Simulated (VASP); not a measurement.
Write the native input for VASP 6.6.1 that does the following.

| Property | Result |
| --- | --- |
| Task | single point |
| Functional | r2SCAN |
| Potentials or basis | VASP PAW PBE potentials, release 64 (C) |
| Cutoff | 660 eV |
| k mesh | 23 × 23 × 5 |
| Occupations | fermi-dirac, width 0.1 eV |
| Spin | no spin polarisation |
| Dipole correction | no |
| Further INCAR settings | ALGO = Normal; EDIFF = 1e-06; NBANDS = 11 |

The system is C.

```
CELL_PARAMETERS angstrom
1.66688 0.00000 0.00000
-0.83344 1.44356 0.00000
0.00000 0.00000 6.68071
ATOMIC_POSITIONS crystal
C 0.33333 0.66667 0.25000
C 0.66667 0.33333 0.75000
```

This cell differs from its parent crystal: volume scaled by 0.92.

The input as run:

POSCAR

```
C
1.0
    1.6668791194      0.0000000000      0.0000000000
   -0.8334395597      1.4435596624      0.0000000000
    0.0000000000      0.0000000000      6.6807120303
C
2
Direct
    0.3333333333      0.6666666667      0.2500000000
    0.6666666667      0.3333333333      0.7500000000
```

INCAR.step1

```
SYSTEM = C
ALGO = Normal
EDIFF = 1E-5
ENCUT = 660
GGA = PE
GGA_COMPAT = .False.
ISMEAR = -1
LASPH = .True.
LCHARG = .False.
LREAL = .False.
LWAVE = .True.
NBANDS = 11
NELM = 120
PREC = Accurate
SIGMA = 0.1
```

INCAR.step2

```
SYSTEM = C
ALGO = Normal
EDIFF = 1E-6
ENCUT = 660
GGA_COMPAT = .False.
ISIF = 2
ISMEAR = -1
ISTART = 1
LASPH = .True.
LCHARG = .False.
LMIXTAU = .True.
LREAL = .False.
LWAVE = .False.
METAGGA = R2SCAN
NBANDS = 11
NELM = 120
PREC = Accurate
SIGMA = 0.1
```

KPOINTS

```
k-points
0
Gamma
  23 23 5
  0 0 0
```

Potentials or basis: VASP PAW PBE potentials, release 64 (C).

The run is started by

```bash
$ cat potpaw_PBE.64/C/POTCAR > POTCAR
$ cp INCAR.step1 INCAR
$ mpirun -np 1 vasp_std > vasp.out
$ cp INCAR.step2 INCAR
$ mpirun -np 1 vasp_std > vasp.out
```

It gave:

```json
{
  "Pressure": "14.0 GPa",
  "Band gap on the k mesh": "zero (band 4 reaches 7.58 eV, above the bottom of band 5 at 5.81 eV)"
}
```

Caveat: the PAW data sets were made with another functional, which shifts forces and pressure a little.

Run time: 61 s on 1 thread of Intel(R) Xeon(R) Platinum 8488C (Sapphire Rapids), with other jobs on the host, peak memory 0.15 GiB.
